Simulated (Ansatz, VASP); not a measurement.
# Pd in VASP and in Ansatz

File INCAR:

```
PREC     = Accurate       # precision mode
ENCUT    = 500            # plane-wave cutoff, eV
EDIFF    = 1E-6           # SCF threshold, eV
ISMEAR   = -1             # smearing method
SIGMA    = 0.1            # smearing width, eV
LREAL    = False          # projectors in reciprocal space
LASPH    = True           # aspherical terms in the spheres
NELM     = 200            # most SCF steps
ALGO     = Normal         # electronic algorithm
ISIF     = 2              # what is computed and relaxed
LWAVE    = False          # write WAVECAR
LCHARG   = False          # write CHGCAR
ISPIN    = 2              # spin polarisation
MAGMOM   = 0              # initial moments
LORBIT   = 11             # projections on sites
LMAXMIX  = 4              # l up to which the mixer works
GGA      = PE             # functional
NBANDS   = 15             # bands
GGA_COMPAT= False
```

Contents of KPOINTS:

```
regular mesh
0
Gamma
  8 8 8
```

File POSCAR:

```
Pd
1.0
   -1.5844850000      1.5844850000      1.5844850000
    1.5844850000     -1.5844850000      1.5844850000
    1.5844850000      1.5844850000     -1.5844850000
Pd
1
Direct
    0.0000000000      0.0000000000      0.0000000000
```

Input for Ansatz:

```yaml
crystal:
  lattice:
    - [-1.584485, 1.584485, 1.584485]
    - [1.584485, -1.584485, 1.584485]
    - [1.584485, 1.584485, -1.584485]
  atoms:
    - { symbol: Pd, position: [0, 0, 0] }
kpoints:
  mp_grid: { grid: [8, 8, 8], shift: [0, 0, 0] }
hamiltonian:
  xc: pbe
  pseudopotentials: { kind: paw }
scf:
  occupations: { method: fermi_dirac }
magnetization:
  spin_polarized: true
```

Alike in both runs: task single point; functional PBE; k mesh 8 × 8 × 8; collinear spin.

```csv
,VASP,Ansatz
version,VASP 6.6.1,Ansatz 0.2 development build
potentials or method,"VASP PAW PBE potentials, release 64 (Pd)","PAW hard, scalar-relativistic"
plane-wave cutoff (eV),500,600
occupations,"fermi-dirac, width 0.1 eV",fermi-dirac
```

```tsv
	VASP	Ansatz	Ansatz less VASP
net moment per atom (μB)	0.00	0.00	0.000
```
